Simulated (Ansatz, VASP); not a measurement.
# Pb: VASP beside Ansatz

```
CELL_PARAMETERS angstrom
0.00000 2.49141 2.49141
2.49141 0.00000 2.49141
2.49141 2.49141 0.00000
ATOMIC_POSITIONS crystal
Pb 0.00000 0.00000 0.00000
```

Alike in both runs: task single point; functional LDA; k mesh 9 × 9 × 9; occupations fermi-dirac, width 0.05 eV; no spin polarisation.

|  | VASP | Ansatz |
| --- | --- | --- |
| version | VASP 6.6.1 | Ansatz 0.2.0 |
| potentials or method | VASP PAW LDA potentials, release 64 (Pb_d) | Ansatz PAW |
| plane-wave cutoff (eV) | 520 | 420 |
| valence electrons in the cell | 14 | 14 |

```csv
,VASP,Ansatz,Ansatz less VASP
gap on the k mesh at the Fermi level (eV),none,none,-
pressure (GPa),-2.9,-3.0,-0.06
```

LDA's correlation is that of Perdew and Zunger in VASP and of Perdew and Wang (1992) in Ansatz. A gap of «none» marks a metal or a gap that the smearing closes.

Neither program's run includes spin-orbit coupling.
